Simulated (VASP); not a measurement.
LiS2: single point with PBE

LiS2:

```
CELL_PARAMETERS angstrom
-3.87610 0.00160 -3.85012
-3.04009 -3.02802 -0.81500
-5.85310 3.65251 2.01353
ATOMIC_POSITIONS crystal
Li 0.18206 0.00031 0.99981
Li 0.16426 0.49980 0.49990
S 0.68633 0.81119 0.11372
S 0.08344 0.00626 0.68278
S 0.77283 0.99353 0.31719
S 0.61109 0.18892 0.88660
```

```
Program                : VASP 6.6.1
Task                   : single point
Functional             : PBE
Potentials or basis    : VASP PAW PBE potentials, release 64 (Li_sv, S)
Cutoff                 : 520 eV
k mesh                 : 6 × 6 × 6
Occupations            : gaussian, width 0.1 eV
Spin                   : no spin polarisation
Dipole correction      : no
Further INCAR settings : ALGO = Normal; EDIFF = 1e-07; NBANDS = 24
```

| Property | Result |
| --- | --- |
| Largest force | 0.109 eV/Å |
| Band gap on the k mesh | 2.11 eV, indirect (least direct gap 2.27 eV) |

Forces in eV/Å, atoms in the order of the input:
```
Li   0.005  0.000  0.005
Li   0.003  0.000  0.004
S   -0.081 -0.067 -0.029
S   -0.001  0.016  0.102
S    0.102 -0.015 -0.001
S   -0.028  0.067 -0.081
```

Levels at points of the mesh, in eV from the valence-band top:
| k point | band 12 | band 13 | band 14 | band 15 | band 16 | band 17 | band 18 | band 19 |
| --- | --- | --- | --- | --- | --- | --- | --- | --- |
| (0.00, 0.00, 0.00) | -1.46 | -1.26 | -0.63 | -0.16 | 2.11 | 2.86 | 3.09 | 4.81 |
| (0.50, 0.00, 0.00) | -1.25 | -1.06 | -0.44 | -0.05 | 2.55 | 2.94 | 3.64 | 5.29 |
| (0.00, 0.50, 0.00) | -1.94 | -1.15 | -0.98 | -0.09 | 2.77 | 2.96 | 4.04 | 6.39 |
| (0.50, 0.50, 0.00) | -1.69 | -0.93 | -0.48 | -0.10 | 2.53 | 2.86 | 3.86 | 5.41 |
| (0.00, 0.00, 0.50) | -1.58 | -0.99 | -0.68 | -0.15 | 2.45 | 2.54 | 2.73 | 5.32 |
| (0.50, 0.00, 0.50) | -1.69 | -0.93 | -0.48 | -0.10 | 2.53 | 2.86 | 3.86 | 5.41 |
| (0.00, 0.50, 0.50) | -1.68 | -1.42 | -0.61 | -0.41 | 3.36 | 3.47 | 4.42 | 6.08 |
| (0.50, 0.50, 0.50) | -1.25 | -1.06 | -0.44 | -0.05 | 2.55 | 2.94 | 3.64 | 5.29 |

Wall time 6.1 min on 1 thread of Intel Xeon 6975P-C, on a shared host, peak memory 0.41 GiB.

 PBE gaps usually lie below the measured ones, often by a third to a half.
